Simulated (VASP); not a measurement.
CoPt2O2, 5 atoms in the cell. The cell holds a slab with vacuum, 5 atoms: a = 2.810 Å, b = 2.810 Å, c = 20.899 Å, α = 90.00°, β = 90.00°, γ = 120.00°. 

| Quantity | Value |
| --- | --- |
| Program | VASP 6.6.1 |
| Task | single point |
| Functional | PBE |
| Potentials or basis | VASP PAW PBE potentials, release 64 (Pt, O, Co) |
| Cutoff | 520 eV |
| k mesh | 12 × 12 × 1 |
| Occupations | gaussian, width 0.1 eV |
| Spin | no spin polarisation |
| Dipole correction | yes |
| Further INCAR settings | ALGO = Normal; EDIFF = 1e-07; NBANDS = 28 |

Potentials or basis: VASP PAW PBE potentials, release 64 (Pt, O, Co).

Run with:

```sh
$ cat potpaw_PBE.64/Pt/POTCAR potpaw_PBE.64/O/POTCAR potpaw_PBE.64/Co/POTCAR > POTCAR
$ mpirun -np 1 vasp_std > vasp.out
```

Hardware: 1 thread of Intel Xeon 8259CL, on a shared host.

**Question.** How long does it take, and how much memory?

**Answer.** Run time: 4.8 min on 1 thread of Intel Xeon 8259CL, with other jobs on the host, peak memory 0.33 GiB. Counts: scf iterations 26, k points 19.
